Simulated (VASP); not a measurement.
The system is ZnS (zincblende type).

```
Zn S
1.0
     0.00000    2.68555    2.68555
     2.68555    0.00000    2.68555
     2.68555    2.68555    0.00000
Zn S
1 1
Cartesian
  0.0000 0.0000 0.0000
  1.3428 1.3428 1.3428
```

* Program: VASP 6.6.1
* Task: relaxation of cell and atoms
* Functional: PBE
* Potentials or basis: VASP PAW PBE potentials, release 64 (Zn, S)
* Cutoff: 600 eV
* k mesh: 14 × 14 × 14
* Occupations: fermi-dirac, width 0.08 eV
* Spin: no spin polarisation

At the start: pressure 3.2 GPa; volume 19.37 Å³/atom.

How do energy, volume and symmetry change on relaxing?

Over 4 steps the energy falls by 8.1 meV/atom and the volume is 20.22 Å³/atom (+4.4 %); space group F-43m (No. 216, to 0.1 Å) before and after.

The path:
```tsv
step	energy change (eV)	largest force (eV/Å)	pressure (GPa)	volume (Å³)
1	0.0000	0.0000	3.25	38.74
2	-0.0144	0.0000	-0.93	40.98
3	-0.0161	0.0000	0.07	40.40
4	-0.0161	0.0000	-0.04	40.44
```

Final structure:
```
CELL_PARAMETERS angstrom
0.00000 2.72438 2.72438
2.72438 0.00000 2.72438
2.72438 2.72438 0.00000
ATOMIC_POSITIONS crystal
Zn 0.00000 0.00000 0.00000
S 0.25000 0.25000 0.25000
```
